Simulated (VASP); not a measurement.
# Pt (Fm-3m) in VASP: a series of runs, part 2 of 2

VASP 6.6.1. The steps go on from the part before.

**3. Single point, revPBE (volume scaled by 1.12)**

Input file INCAR:

```
PREC     = Accurate       # precision mode
ENCUT    = 520            # plane-wave cutoff, eV
EDIFF    = 1E-6           # SCF threshold, eV
ISMEAR   = -1             # smearing method
SIGMA    = 0.1            # smearing width, eV
LREAL    = False          # projectors in reciprocal space
LASPH    = True           # aspherical terms in the spheres
NELM     = 100            # most SCF steps
ALGO     = Normal         # electronic algorithm
ISIF     = 2              # what is computed and relaxed
LWAVE    = False          # write WAVECAR
LCHARG   = False          # write CHGCAR
GGA      = RE             # functional
NBANDS   = 11             # bands
```

Input file KPOINTS:

```
regular mesh
0
Gamma
  22 22 22
```

Input file POSCAR:

```
Pt
1.0
    0.0000000000      2.0705940012      2.0705940012
    2.0705940012      0.0000000000      2.0705940012
    2.0705940012      2.0705940012      0.0000000000
Pt
1
Direct
    0.0000000000      0.0000000000      0.0000000000
```

Potentials or basis: VASP PAW PBE potentials, release 64 (Pt).

Run with:

```console
$ cat potpaw_PBE.64/Pt/POTCAR > POTCAR
$ mpirun -np 1 vasp_std > vasp.out
```

It took 14 s on 1 thread of Intel Xeon 6975P-C (Granite Rapids), shared host; peak memory 0.2 GiB.

The run converged. Its results:

```
Free energy            : -5.4782 eV
Pressure               : -19.5 GPa
Band gap on the k mesh : zero (band 5 reaches 8.80 eV, above the bottom of band 6 at 7.13 eV)
```

Levels at points of the mesh, in eV from the Fermi level:
| k point | band 3 | band 4 | band 5 | band 6 | band 7 | band 8 |
| --- | --- | --- | --- | --- | --- | --- |
| (0.00, 0.00, 0.00) | -2.90 | -2.90 | -1.26 | -1.26 | 14.93 | 19.00 |
| (0.50, 0.00, 0.00) | -2.94 | 0.00 | 0.00 | 0.19 | 4.72 | 14.45 |
| (0.50, 0.50, 0.00) | -0.03 | 0.34 | 0.34 | 2.12 | 7.28 | 10.88 |

Caveat: the cell differs from its parent crystal (volume scaled by 1.12); the PAW data sets were made with another functional, which shifts forces and pressure a little; spin-orbit coupling is left out, which moves the levels of the heavy elements.

**4. Single point, revPBE**

This run uses another cell than the first one, of 15.85 Å³/atom, 0.926 times its volume.

Input file INCAR:

```
  PREC = Accurate
  ENCUT = 500
  EDIFF = 1E-6
  ISMEAR = -1
  SIGMA = 0.1
  LREAL = False
  LASPH = True
  NELM = 120
  ALGO = Normal
  ISIF = 2
  LWAVE = False
  LCHARG = True
  GGA = RE
  LELF = True
  LVHAR = True
  NBANDS = 11
  GGA_COMPAT = False
```

Input file KPOINTS:

```
Automatic mesh
0
Gamma
  7 7 7
```

Input file POSCAR:

```
Pt
1.0
    0.0000000000      1.9938337538      1.9938337538
    1.9938337538      0.0000000000      1.9938337538
    1.9938337538      1.9938337538      0.0000000000
Pt
1
Direct
    0.0000000000      0.0000000000      0.0000000000
```

Potentials or basis: VASP PAW PBE potentials, release 64 (Pt).

Run with:

```console
$ cat potpaw_PBE.64/Pt/POTCAR > POTCAR
$ mpirun -np 1 vasp_std > vasp.out
```

OUTCAR:

```text
PREC = Accurate
   ENCUT = 500
   EDIFF = 1E-6
   ISMEAR = -1
   LREAL = False
   LASPH = True
   NELM = 120
   ISIF = 2
   GGA = RE

 ion  position               nearest neighbor table
   1  0.000  0.000  0.000-

  LATTYP: Found a face centered cubic cell.
 ALAT       =     3.9876675076

  Lattice vectors:

 A1 = (   0.0000000000,   1.9938337538,   1.9938337538)
 A2 = (   1.9938337538,   0.0000000000,   1.9938337538)
 A3 = (   1.9938337538,   1.9938337538,   0.0000000000)

Analysis of symmetry for initial positions (statically):
=====================================================================
 Subroutine PRICEL returns:
 Original cell was already a primitive cell.

 Routine SETGRP: Setting up the symmetry group for a
 face centered cubic supercell.

 Subroutine GETGRP returns: Found 48 space group operations
 (whereof 48 operations were pure point group operations)
 out of a pool of 48 trial point group operations.

The static configuration has the point symmetry O_h .

Analysis of symmetry for dynamics (positions and initial velocities):
=====================================================================
 Subroutine PRICEL returns:
 Original cell was already a primitive cell.

 Routine SETGRP: Setting up the symmetry group for a
 face centered cubic supercell.

 Subroutine GETGRP returns: Found 48 space group operations
 (whereof 48 operations were pure point group operations)
 out of a pool of 48 trial point group operations.

The dynamic configuration has the point symmetry O_h .

 Subroutine INISYM returns: Found 48 space group operations
 (whereof 48 operations are pure point group operations),
 and found     1 'primitive' translations

----------------------------------------------------------------------------------------

                                     Primitive cell

  volume of cell :      15.8525
[... 105 lines left out ...]
  Thomas-Fermi vector in A             =   2.526631
   LORBIT       =      0    0 simple, 1 ext, 2 COOP (PROOUT), +10 PAW based schemes
   GGA     = RE    functional components
   LHFCALC =     F    Hartree Fock is set to
   AEXX    =    0.0000 exact exchange contribution
   IVDW    =     0    specifies the selected vdW correction
   LEPSILON=     F    determine dielectric tensor
   LRPA    =     F    only Hartree local field effects (RPA)
 non-spin polarized calculation
  energy-cutoff  :      500.00
  volume of cell :       15.85
 maximum number of plane-waves:       411
 NGX is ok and might be reduce to    24
   NGX = 11   NGY = 11   NGZ = 11

 number of electron      10.0000001 magnetization

 Free energy of the ion-electron system (eV)
  ---------------------------------------------------
  ext. energy  EPLUGINS =         0.00000000
  ---------------------------------------------------
  free energy    TOTEN  =        -5.58510044 eV

  energy without entropy =       -5.52341211  energy(sigma->0) =       -5.55425627

 E-fermi :  10.5026     XC(G=0): -13.1432

 val. band max:       10.4992313693   @ k =   0.4286   0.2857   0.0000
 cond. band min:      10.5380337815   @ k =  -0.2857   0.4286   0.1429
 fundamental gap:      0.0388024122
 Fermi energy:        10.5025504422

 k-point     1 :       0.0000    0.0000    0.0000
  band No.  band energies     occupation
      1       0.7490      2.00000
      2       6.9329      2.00000
      3       6.9329      2.00000
      4       6.9329      2.00000
      5       8.9141      2.00000
      6       8.9141      2.00000
      7      25.1365      0.00000
      8      29.8415      0.00000
      9      29.8415      0.00000
     10      29.8415      0.00000
     11      34.9859      0.00000
[... 253 lines left out ...]
 k-point    20 :      -0.2857    0.4286    0.1429
  band No.  band energies     occupation
      1       5.1712      2.00000
      2       5.7414      2.00000
      3       6.7657      2.00000
      4       8.7207      2.00000
      5      10.5380      0.82442
      6      16.0336      0.00000
      7      18.1108      0.00000
      8      19.5373      0.00000
      9      23.3558      0.00000
     10      32.1286      0.00000
     11      35.3038      0.00000

------------------------ aborting loop because EDIFF is reached ----------------------------------------

  FORCE on cell =-STRESS in cart. coord.  units (eV):
  Direction    XX          YY          ZZ          XY          YZ          ZX
  --------------------------------------------------------------------------------------
  -------------------------------------------------------------------------------------
  Total        0.0816769      0.0816769      0.0816769      0.0000000      0.0000000      0.0000000
  in kB        8.2549231      8.2549231      8.2549231      0.0000000      0.0000000      0.0000000
  external PRESSURE =       8.2549231 kB  Pullay stress =       0.0000000 kB

 VOLUME and BASIS-vectors are now :
 -----------------------------------------------------------------------------
  energy-cutoff  :      500.00
  volume of cell :       15.85
      direct lattice vectors                 reciprocal lattice vectors
     0.000000000  1.993833754  1.993833754    -0.250773165  0.250773165  0.250773165
     1.993833754  0.000000000  1.993833754     0.250773165 -0.250773165  0.250773165
     1.993833754  1.993833754  0.000000000     0.250773165  0.250773165 -0.250773165

 POSITION                                       TOTAL-FORCE (eV/Angst)
 -----------------------------------------------------------------------------------
      0.00000      0.00000      0.00000         0.000000      0.000000      0.000000
 -----------------------------------------------------------------------------------
    total drift:                               -0.000000     -0.000000     -0.000000

  FREE ENERGIE OF THE ION-ELECTRON SYSTEM (eV)
  ---------------------------------------------------
  free  energy   TOTEN  =        -5.5851004369 eV

  energy  without entropy=       -5.5234121076  energy(sigma->0) =       -5.55425627
```

It used 7 s of CPU time on 1 thread of AMD EPYC 7R13 Processor (Zen 3) (shared host).

Results:

| Property | Result |
| --- | --- |
| Free energy | -5.5851 eV |
| Pressure | 0.8 GPa |
| Band gap on the k mesh | zero (band 5 reaches 10.66 eV, above the bottom of band 6 at 8.82 eV) |

Caveat: the k points lie up to 0.39 Å⁻¹ apart; the PAW data sets were made with another functional, which shifts forces and pressure a little; spin-orbit coupling is left out, which moves the levels of the heavy elements.

**5. Single point, revPBE, collinear spin, ferromagnetic start**

This run uses another cell than the first one, of 15.83 Å³/atom, 0.925 times its volume.

Input file INCAR:

```
PREC = Accurate ; ENCUT = 500
EDIFF = 1E-6 ; ISMEAR = -1
SIGMA = 0.1 ; LREAL = F
LASPH = T ; NELM = 200
ALGO = Normal ; ISIF = 2
LWAVE = F ; LCHARG = F
ISPIN = 2 ; MAGMOM = 1
LORBIT = 11 ; LMAXMIX = 4
GGA = RE ; NBANDS = 15
GGA_COMPAT = F
```

KPOINTS is that of step 4.

Input file POSCAR:

```
Pt
1.0
    0.0000000000      1.9928227449      1.9928227449
    1.9928227449      0.0000000000      1.9928227449
    1.9928227449      1.9928227449      0.0000000000
Pt
1
Direct
    0.0000000000      0.0000000000      0.0000000000
```

Run with:

```console
$ cat potpaw_PBE.64/Pt/POTCAR > POTCAR
$ mpirun -np 1 vasp_std > vasp.out
```

Run time: 13 s. Hardware: 1 thread of Intel Xeon Platinum 8488C (Sapphire Rapids), shared host; peak memory 0.15 GiB.

The run converged. Its results:

```yaml
Free_energy: -5.5850 eV
Pressure: 1.2 GPa
Band_gap_on_the_k_mesh: zero (filled and empty bands overlap)
Net_moment: 0.00 μB per cell
Valence_electrons_inside_the_program's_atomic_spheres: Pt 9.19
```

Levels at points of the mesh, in eV from the Fermi level:
Spin up:
```
           k point  band 2  band 3  band 4  band 5  band 6  band 7  band 8  band 9
(0.00, 0.00, 0.00)   -3.58   -3.58   -3.58   -1.59   -1.59   14.63   19.34   19.34
```
Spin down:
```tsv
k point	band 1	band 2	band 3	band 4	band 5	band 6	band 7	band 8	band 9	band 10
(0.00, 0.00, 0.00)	-9.77	-3.58	-3.58	-3.58	-1.59	-1.59	14.63	19.34	19.34	19.34
```

Caveat: the k points lie up to 0.39 Å⁻¹ apart; the PAW data sets were made with another functional, which shifts forces and pressure a little; spin-orbit coupling is left out, which moves the levels of the heavy elements.

**6. Overview**

```tsv
spin	cell	k mesh	cutoff (eV)	gap on the mesh (eV)	pressure (GPa)
off	a = 2.893 Å, angles 60.0°, 1 atom	22 × 22 × 22	520	none	-14.8
off	a = 2.928 Å, angles 60.0°, 1 atom	22 × 22 × 22	520	none	-19.5
off	a = 2.820 Å, angles 60.0°, 1 atom	7 × 7 × 7	500	none	0.8
collinear, ferromagnetic start	a = 2.818 Å, angles 60.0°, 1 atom	7 × 7 × 7	500	none	1.2
```

Alike in all rows: task single point; level revPBE; potentials or basis VASP PAW PBE potentials, release 64 (Pt); smearing fermi-dirac 0.1 eV.

Caveats: some runs use coarse meshes; the PAW data sets were made with another functional, which shifts forces and pressure a little; spin-orbit coupling is left out, which moves the levels of the heavy elements.

Absolute energies hang on the potentials; compare differences alone.
